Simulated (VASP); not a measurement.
Sn:

```xyz
2
Lattice="0.0000 3.2456 3.2456 3.2456 0.0000 3.2456 3.2456 3.2456 0.0000" Properties=species:S:1:pos:R:3 pbc="T T T"
Sn    3.2456    3.2456    3.2456
Sn    4.8684    4.8684    4.8684
```

This isn't the form of Sn at room conditions, which is tetragonal (white tin).

- Program: VASP 6.6.1
- Task: relaxation of cell and atoms
- Functional: PBE
- Potentials or basis: VASP PAW PBE potentials, release 64 (Sn_d)
- Cutoff: 600 eV
- k mesh: 14 × 14 × 14
- Occupations: fermi-dirac, width 0.05 eV
- Spin: no spin polarisation

At the start: pressure 3.2 GPa; volume 34.19 Å³/atom.

**Question.** How do energy, volume and symmetry change on relaxing?

**Answer.** Over 3 steps the energy falls by 24.2 meV/atom and the volume is 36.80 Å³/atom (+7.6 %); space group Fd-3m (No. 227, to 0.1 Å) before and after.

Step by step:
| step | energy change (eV) | largest force (eV/Å) | pressure (GPa) | volume (Å³) |
| --- | --- | --- | --- | --- |
| 1 | 0.0000 | 0.0000 | 3.18 | 68.38 |
| 2 | -0.0442 | 0.0000 | -0.77 | 75.32 |
| 3 | -0.0484 | 0.0000 | 0.01 | 73.61 |

Final structure:
```yaml
crystal:
  lattice:
    - [0.00000, 3.32631, 3.32631]
    - [3.32631, 0.00000, 3.32631]
    - [3.32631, 3.32631, 0.00000]
  atoms:
    - { symbol: Sn, position: [0.50000, 0.50000, 0.50000] }
    - { symbol: Sn, position: [0.75000, 0.75000, 0.75000] }
```
